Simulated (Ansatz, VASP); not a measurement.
## W: VASP beside Ansatz

File POSCAR:

```
W
1.0
    0.0000000000      2.0307395668      2.0307395668
    2.0307395668      0.0000000000      2.0307395668
    2.0307395668      2.0307395668      0.0000000000
W
1
Direct
    0.0000000000      0.0000000000      0.0000000000
```

The input INCAR.step1:

```
SYSTEM = W
ALGO     = Normal         ! electronic algorithm
EDIFF    = 1E-5           ! SCF threshold, eV
ENCUT    = 550            ! plane-wave cutoff, eV
GGA      = PE             ! functional
GGA_COMPAT= .FALSE.      
ISMEAR   = 0              ! smearing method
LASPH    = .TRUE.         ! aspherical terms in the spheres
LCHARG   = .FALSE.        ! write CHGCAR
LREAL    = .FALSE.        ! projectors in reciprocal space
LWAVE    = .TRUE.         ! write WAVECAR
NBANDS   = 13             ! bands
NELM     = 120            ! most SCF steps
PREC     = Accurate       ! precision mode
SIGMA    = 0.1            ! smearing width, eV
```

File INCAR.step2:

```
SYSTEM = W
ALGO     = Normal         ! electronic algorithm
EDIFF    = 1E-6           ! SCF threshold, eV
ENCUT    = 550            ! plane-wave cutoff, eV
GGA_COMPAT= .FALSE.      
ISIF     = 2              ! what is computed and relaxed
ISMEAR   = 0              ! smearing method
ISTART   = 1            
LASPH    = .TRUE.         ! aspherical terms in the spheres
LCHARG   = .FALSE.        ! write CHGCAR
LMIXTAU  = .TRUE.       
LREAL    = .FALSE.        ! projectors in reciprocal space
LWAVE    = .FALSE.        ! write WAVECAR
METAGGA  = R2SCAN         ! meta-GGA
NBANDS   = 13             ! bands
NELM     = 120            ! most SCF steps
PREC     = Accurate       ! precision mode
SIGMA    = 0.1            ! smearing width, eV
```

KPOINTS

```
k-points
0
G
  8 8 8
  0 0 0
```

Input for Ansatz:

```yaml
crystal:
  lattice:
    - [0.0, 2.0307395668, 2.0307395668]
    - [2.0307395668, 0.0, 2.0307395668]
    - [2.0307395668, 2.0307395668, 0.0]
  atoms:
    - { symbol: W, position: [0.0, 0.0, 0.0] }
basis:
  ecutwfc: 500
kpoints:
  mp_grid: { grid: [8, 8, 8] }
hamiltonian:
  xc: r2scan
scf:
  occupations: { method: gaussian, width: 0.1 }
  lower_state_search: "off"
output:
  forces: true
  stress: true
  eigenvalues: true
```

Alike in both runs: task single point; functional r2SCAN; k mesh 8 × 8 × 8; occupations gaussian, width 0.1 eV; no spin polarisation.

|  | VASP | Ansatz |
| --- | --- | --- |
| version | VASP 6.6.1 | Ansatz 0.2.0 |
| potentials or method | VASP PAW PBE potentials, release 64 (W_sv), cutoff 550 eV | scalar-relativistic, plane waves, PAW |
| valence electrons in the cell | 14 | 14 |

|  | VASP | Ansatz | Ansatz less VASP |
| --- | --- | --- | --- |
| gap on the k mesh at the Fermi level (eV) | none | none | - |
| pressure (GPa) | -8.4 | -9.3 | -0.88 |

VASP's potentials were made for PBE, not for r2SCAN. A gap of «none» marks a metal or a gap that the smearing closes.

Spin-orbit coupling is off throughout.
